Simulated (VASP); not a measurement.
# Mn3Ag (Fm-3m) in VASP: single point with PBE

Aim: the single point of Mn3Ag with PBE.

Everything below comes from runs of VASP 6.6.1. Logs are shortened: lines on timing, memory, paths and dates and some standing lists are left out, and cuts for length are marked.

### Step 1. The cell of the first run

Symmetry: Fm-3m, No. 225, cubic system. The conventional cell has a = 6.228 Å, b = 6.228 Å, c = 6.228 Å, α = 90.00°, β = 90.00°, γ = 90.00°. Mn (site symmetry -43m) has 10 Mn at 2.70 to 3.11 Å and 4 Ag at 2.70 Å within 3.6 Å. Mn (site symmetry m-3m) has 8 Mn at 2.70 Å and 6 Ag at 3.11 Å within 3.6 Å. Within 3.6 Å of Ag (site symmetry m-3m) lie 14 Mn at 2.70 to 3.11 Å.

### Step 2. Single point, PBE, collinear spin, ferromagnetic start

The input, INCAR:

```
SYSTEM = Mn3Ag
PREC = Accurate
ENCUT = 500
EDIFF = 1E-6
ISMEAR = -1
SIGMA = 0.05
LREAL = .False.
LASPH = .True.
NELM = 200
ALGO = Normal
ISIF = 2
LWAVE = .False.
LCHARG = .False.
ISPIN = 2
MAGMOM = 4 4 4 0
LORBIT = 11
LMAXMIX = 4
GGA = PE
NBANDS = 37
GGA_COMPAT = .False.
```

The input, KPOINTS:

```
Automatic mesh
0
Gamma
  12 12 12
  0 0 0
```

The input, POSCAR:

```
Mn3Ag
1.0
    0.0000000000      3.1142110438      3.1142110438
    3.1142110438      0.0000000000      3.1142110438
    3.1142110438      3.1142110438      0.0000000000
Mn Ag
3 1
Direct
    0.2500000000      0.2500000000      0.2500000000
    0.7500000000      0.7500000000      0.7500000000
    0.5000000000      0.5000000000      0.5000000000
    0.0000000000      0.0000000000      0.0000000000
```

Potentials or basis: VASP PAW PBE potentials, release 64 (Mn_pv, Ag).

On the command line:

```console
> cat potpaw_PBE.64/Mn_pv/POTCAR potpaw_PBE.64/Ag/POTCAR > POTCAR
> mpirun -np 1 vasp_std > vasp.out
```

OUTCAR:

```text
SYSTEM = Mn3Ag
   PREC = Accurate
   ENCUT = 500
   EDIFF = 1E-6
   ISMEAR = -1
   LREAL = .False.
   LASPH = .True.
   NELM = 200
   ISIF = 2
   ISPIN = 2
   LORBIT = 11
   GGA = PE

 ion  position               nearest neighbor table
   1  0.250  0.250  0.250-   4 2.70   4 2.70   4 2.70   3 2.70   4 2.70   3 2.70   3 2.70   3 2.70
                             2 3.11   2 3.11   2 3.11   2 3.11   2 3.11   2 3.11
   2  0.750  0.750  0.750-   3 2.70   3 2.70   3 2.70   3 2.70   4 2.70   4 2.70   4 2.70   4 2.70
                             1 3.11   1 3.11   1 3.11   1 3.11   1 3.11   1 3.11
   3  0.500  0.500  0.500-   1 2.70   1 2.70   1 2.70   1 2.70   2 2.70   2 2.70   2 2.70   2 2.70
                             4 3.11   4 3.11   4 3.11   4 3.11   4 3.11   4 3.11
   4  0.000  0.000  0.000-   2 2.70   2 2.70   2 2.70   1 2.70   2 2.70   1 2.70   1 2.70   1 2.70
                             3 3.11   3 3.11   3 3.11   3 3.11   3 3.11   3 3.11

  LATTYP: Found a face centered cubic cell.
 ALAT       =     6.2284220876

  Lattice vectors:

 A1 = (   0.0000000000,   3.1142110438,   3.1142110438)
 A2 = (   3.1142110438,   0.0000000000,   3.1142110438)
 A3 = (   3.1142110438,   3.1142110438,   0.0000000000)

Analysis of symmetry for initial positions (statically):
=====================================================================
 Subroutine PRICEL returns:
 Original cell was already a primitive cell.

 Routine SETGRP: Setting up the symmetry group for a
 face centered cubic supercell.

 Subroutine GETGRP returns: Found 48 space group operations
 (whereof 48 operations were pure point group operations)
 out of a pool of 48 trial point group operations.

The static configuration has the point symmetry O_h .

Analysis of symmetry for dynamics (positions and initial velocities):
=====================================================================
 Subroutine PRICEL returns:
 Original cell was already a primitive cell.

 Routine SETGRP: Setting up the symmetry group for a
 face centered cubic supercell.

 Subroutine GETGRP returns: Found 48 space group operations
 (whereof 48 operations were pure point group operations)
 out of a pool of 48 trial point group operations.

The dynamic configuration has the point symmetry O_h .

Analysis of structural, dynamic, and magnetic symmetry:
=====================================================================
 Subroutine PRICEL returns:
 Original cell was already a primitive cell.

 Routine SETGRP: Setting up the symmetry group for a
 face centered cubic supercell.

 Subroutine GETGRP returns: Found 48 space group operations
 (whereof 48 operations were pure point group operations)
 out of a pool of 48 trial point group operations.

The overall configuration has the point symmetry O_h .

 Subroutine INISYM returns: Found 48 space group operations
 (whereof 48 operations are pure point group operations),
 and found     1 'primitive' translations

----------------------------------------------------------------------------------------

                                     Primitive cell

  volume of cell :      60.4052

  direct lattice vectors                    reciprocal lattice vectors
     0.000000000  3.114211044  3.114211044    -0.160554308  0.160554308  0.160554308
     3.114211044  0.000000000  3.114211044     0.160554308 -0.160554308  0.160554308
     3.114211044  3.114211044  0.000000000     0.160554308  0.160554308 -0.160554308

  length of vectors
     4.404159494  4.404159494  4.404159494     0.278088219  0.278088219  0.278088219

  position of ions in fractional coordinates (direct lattice)
     0.250000000  0.250000000  0.250000000
     0.750000000  0.750000000  0.750000000
     0.500000000  0.500000000  0.500000000
     0.000000000  0.000000000  0.000000000

  ion indices of the primitive-cell ions
   primitive index   ion index
                 1           1
                 2           2
                 3           3
                 4           4

----------------------------------------------------------------------------------------

 KPOINTS: Automatic mesh

Automatic generation of k-mesh.
 Grid dimensions read from file:
 generate k-points for:   12   12   12

 Generating k-lattice:

[... 20 lines left out ...]
  0.166667  0.000000  0.000000      8.000000
  0.250000  0.000000  0.000000      8.000000
  0.333333  0.000000  0.000000      8.000000
  0.416667  0.000000  0.000000      8.000000
[... 16 lines left out ...]
  0.500000  0.166667  0.000000     24.000000
 -0.416667  0.166667  0.000000     24.000000
 [... further k-points ...]
   k-points           NKPTS =     72   k-points in BZ     NKDIM =     72   number of bands    NBANDS=     37
   number of dos      NEDOS =    301   number of ions     NIONS =      4
   total plane-waves  NPLWV =  32768
   dimension x,y,z NGX =    32 NGY =   32 NGZ =   32
   dimension x,y,z NGXF=    64 NGYF=   64 NGZF=   64
   ions per type =               3   1
   NGX,Y,Z   is equivalent  to a cutoff of  12.08, 12.08, 12.08 a.u.
   NGXF,Y,Z  is equivalent  to a cutoff of  24.16, 24.16, 24.16 a.u.
 SYSTEM =  Mn3Ag
   PREC   = accura    normal or accurate (medium, high low for compatibility)
   ISTART =      0    job   : 0-new  1-cont  2-samecut
   ICHARG =      2    charge: 1-file 2-atom 10-const
   ISPIN  =      2    spin polarized calculation?
   LNONCOLLINEAR =      F non collinear calculations
   LSORBIT =      F    spin-orbit coupling
   LASPH  =      T    aspherical Exc in radial PAW
   ENCUT  =  500.0 eV  36.75 Ry    6.06 a.u.   8.03  8.03  8.03*2*pi/ulx,y,z
   NELM   =    200;   NELMIN=  2; NELMDL= -5     # of ELM steps
   EDIFF  = 0.1E-05   stopping-criterion for ELM
   LREAL  =      F    real-space projection
   EDIFFG = 0.1E-04   stopping-criterion for IOM
   NSW    =      0    number of steps for IOM
   IBRION =     -1    ionic relax: 0-MD 1-quasi-New 2-CG
   NFREE  =      0    steps in history (QN), initial steepest desc. (CG)
   ISIF   =      2    stress and relaxation
   ISYM   =      2    0-nonsym 1-usesym 2-fastsym
   POTIM  = 0.5000    time-step for ionic-motion
   TEBEG  =    0.0;   TEEND  =   0.0 temperature during run
   PSTRESS=    0.0 pullay stress
   NELECT =      50.0000    total number of electrons
   NUPDOWN=      -1.0000    fix difference up-down
   EMIN   =  10.00;   EMAX   =-10.00  energy-range for DOS
   EFERMI =   0.00;   METHOD = LEGACY
   ISMEAR =    -1;   SIGMA  =   0.05  broadening in eV -4-tet -1-fermi 0-gaus
   EFERMI_NEDOS =   21; number of points for ismear=-14 and -15
   IALGO  =     38    algorithm
   IMIX   =      4    mixing-type and parameters
     AMIX     =   0.40;   BMIX     =  1.00
     AMIX_MAG =   1.60;   BMIX_MAG =  1.00
  volume/ion in A,a.u.               =      15.10       101.91
  Fermi-wavevector in a.u.,A,eV,Ry     =   1.537117  2.904729 32.146856  2.362727
  Thomas-Fermi vector in A             =   2.643670
   LORBIT       =     11    0 simple, 1 ext, 2 COOP (PROOUT), +10 PAW based schemes
   GGA     = PE    functional components
   LHFCALC =     F    Hartree Fock is set to
   AEXX    =    0.0000 exact exchange contribution
   IVDW    =     0    specifies the selected vdW correction
   LEPSILON=     F    determine dielectric tensor
   LRPA    =     F    only Hartree local field effects (RPA)
 spin polarized calculation
  energy-cutoff  :      500.00
  volume of cell :       60.41
 maximum number of plane-waves:      1552
   NGX = 17   NGY = 17   NGZ = 17

 number of electron      49.9999993 magnetization       9.9992269

 number of electron      49.9999993 magnetization      10.9908300

 Free energy of the ion-electron system (eV)
  ---------------------------------------------------
  ext. energy  EPLUGINS =         0.00000000
  ---------------------------------------------------
  free energy    TOTEN  =       -27.46114754 eV

  energy without entropy =      -27.40645304  energy(sigma->0) =      -27.43380029

 E-fermi :   7.9227     XC(G=0): -12.2110

 val. band max:        7.9216681308   @ k =  -0.4167   0.4167   0.0833
 cond. band min:       7.9231591003   @ k =  -0.4167   0.3333   0.1667
 fundamental gap:      0.0014909695
 Fermi energy:         7.9226500377

 spin component 1

 k-point     1 :       0.0000    0.0000    0.0000
  band No.  band energies     occupation
      1     -41.5345      1.00000
      2     -41.5345      1.00000
      3     -41.5345      1.00000
      4     -41.5230      1.00000
      5     -41.5230      1.00000
      6     -41.5230      1.00000
[... 949 lines left out ...]
     36      15.7216      0.00000
     37      17.1796      0.00000

 [... further k-points ...]

 spin component 2

 k-point     1 :       0.0000    0.0000    0.0000
  band No.  band energies     occupation
      1     -37.7785      1.00000
      2     -37.7785      1.00000
      3     -37.7785      1.00000
      4     -37.7640      1.00000
      5     -37.7640      1.00000
      6     -37.7640      1.00000
[... 949 lines left out ...]
     36      17.0019      0.00000
     37      18.3666      0.00000

 [... further k-points ...]

------------------------ aborting loop because EDIFF is reached ----------------------------------------

  FORCE on cell =-STRESS in cart. coord.  units (eV):
  Direction    XX          YY          ZZ          XY          YZ          ZX
  --------------------------------------------------------------------------------------
  -------------------------------------------------------------------------------------
  Total        1.0472315      1.0472315      1.0472315      0.0000000      0.0000000      0.0000000
  in kB       27.7766047     27.7766047     27.7766047      0.0000000      0.0000000      0.0000000
  external PRESSURE =      27.7766047 kB  Pullay stress =       0.0000000 kB

 VOLUME and BASIS-vectors are now :
 -----------------------------------------------------------------------------
  energy-cutoff  :      500.00
  volume of cell :       60.41
      direct lattice vectors                 reciprocal lattice vectors
     0.000000000  3.114211044  3.114211044    -0.160554308  0.160554308  0.160554308
     3.114211044  0.000000000  3.114211044     0.160554308 -0.160554308  0.160554308
     3.114211044  3.114211044  0.000000000     0.160554308  0.160554308 -0.160554308

 POSITION                                       TOTAL-FORCE (eV/Angst)
 -----------------------------------------------------------------------------------
      1.55711      1.55711      1.55711         0.000000      0.000000      0.000000
      4.67132      4.67132      4.67132        -0.000000     -0.000000     -0.000000
      3.11421      3.11421      3.11421         0.000000      0.000000      0.000000
      0.00000      0.00000      0.00000         0.000000      0.000000      0.000000
 -----------------------------------------------------------------------------------
    total drift:                               -0.000000     -0.000000      0.000000

  FREE ENERGIE OF THE ION-ELECTRON SYSTEM (eV)
  ---------------------------------------------------
  free  energy   TOTEN  =       -27.4611475399 eV

  energy  without entropy=      -27.4064530434  energy(sigma->0) =      -27.43380029

 total charge

# of ion       s       p       d       tot
------------------------------------------
    1        0.311   6.220   4.994  11.525
    2        0.311   6.220   4.994  11.525
    3        0.333   6.199   5.029  11.562
    4        0.517   0.484   9.019  10.021
--------------------------------------------------
tot          1.473  19.122  24.037  44.632

 magnetization (x)

# of ion       s       p       d       tot
------------------------------------------
    1        0.008   0.013   3.534   3.555
    2        0.008   0.013   3.534   3.555
    3       -0.002   0.036   3.398   3.432
    4       -0.045  -0.078   0.185   0.063
--------------------------------------------------
tot         -0.030  -0.015  10.650  10.604
```

It took 4.6 min on 1 thread of Intel Xeon 8259CL, shared host; peak memory 0.36 GiB.

What came out:

- Free energy: -27.4611 eV
- Pressure: 2.8 GPa
- Net moment: 10.99 μB per cell
- Site moments: Mn +3.56, +3.43 (each value once); Ag +0.06 μB
- Valence electrons inside the program's atomic spheres: Mn 11.53, 11.56 (each value once); Ag 10.02

Levels at points of the mesh, in eV from the Fermi level:
Spin up:
```
           k point  band 27  band 28  band 29  band 30  band 31  band 32  band 33  band 34
(0.00, 0.00, 0.00)    -0.99    -0.71    -0.71    -0.71     6.49     6.49     6.49     6.60
(0.50, 0.00, 0.00)    -1.10    -1.10    -0.86    -0.86    -0.44     5.14     5.14     5.28
(0.50, 0.50, 0.00)    -1.04    -0.57    -0.43    -0.43    -0.35    -0.32    -0.32     4.93
```
Spin down:
```tsv
k point	band 18	band 19	band 20	band 21	band 22	band 23
(0.00, 0.00, 0.00)	-0.81	-0.07	-0.07	0.31	0.31	0.31
(0.50, 0.00, 0.00)	-1.00	-0.20	-0.02	-0.02	0.74	0.74
(0.50, 0.50, 0.00)	-0.44	0.14	0.14	0.15	0.31	0.31
```
